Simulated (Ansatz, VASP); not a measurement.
# BiTe: VASP beside Ansatz

File INCAR:

```
SYSTEM = BiTe
  PREC = Accurate
  ENCUT = 520
  EDIFF = 1E-7
  ISMEAR = 0
  SIGMA = 0.05
  LREAL = .FALSE.
  LASPH = .TRUE.
  NELM = 80
  ALGO = Normal
  ISIF = 2
  LWAVE = .FALSE.
  LCHARG = .FALSE.
  GGA = PS
  NBANDS = 18
```

Contents of KPOINTS:

```
Automatic mesh
0
G
  8 8 8
  0 0 0
```

Contents of POSCAR:

```
BiTe
1.0
    0.0000000000      3.1513397850      3.1513397850
    3.1513397850      0.0000000000      3.1513397850
    3.1513397850      3.1513397850      0.0000000000
Bi Te
1 1
Direct
    0.5000000000      0.5000000000      0.5000000000
    0.0000000000      0.0000000000      0.0000000000
```

Input for Ansatz:

```yaml
crystal:
  lattice:
    - [0.0, 3.151339785, 3.151339785]
    - [3.151339785, 0.0, 3.151339785]
    - [3.151339785, 3.151339785, 0.0]
  atoms:
    - { symbol: Bi, position: [0.5, 0.5, 0.5] }
    - { symbol: Te, position: [0.0, 0.0, 0.0] }
basis:
  ecutwfc: 420
  ecutrho_ratio: 4
kpoints:
  mp_grid: { grid: [8, 8, 8] }
hamiltonian:
  xc: pbesol
scf:
  occupations: { method: gaussian, width: 0.05 }
output:
  forces: true
  stress: true
  eigenvalues: true
```

Alike in both runs: task single point; functional PBEsol; k mesh 8 × 8 × 8; occupations gaussian, width 0.05 eV; no spin polarisation.

```csv
,VASP,Ansatz
version,VASP 6.6.1,Ansatz 0.2.0
potentials or method,"VASP PAW PBE potentials, release 64 (Bi_d, Te), cutoff 520 eV","scalar-relativistic, plane waves, PAW"
valence electrons in the cell,21,31
```

```csv
,VASP,Ansatz,Ansatz less VASP
pressure (GPa),2.5,2.5,+0.01
```

VASP's potentials were made for PBE, not for PBEsol. VASP's potentials hold 21 valence electrons a cell and Ansatz's 31, so a difference there can come from the potentials and not from the codes.

Spin-orbit coupling is off throughout.
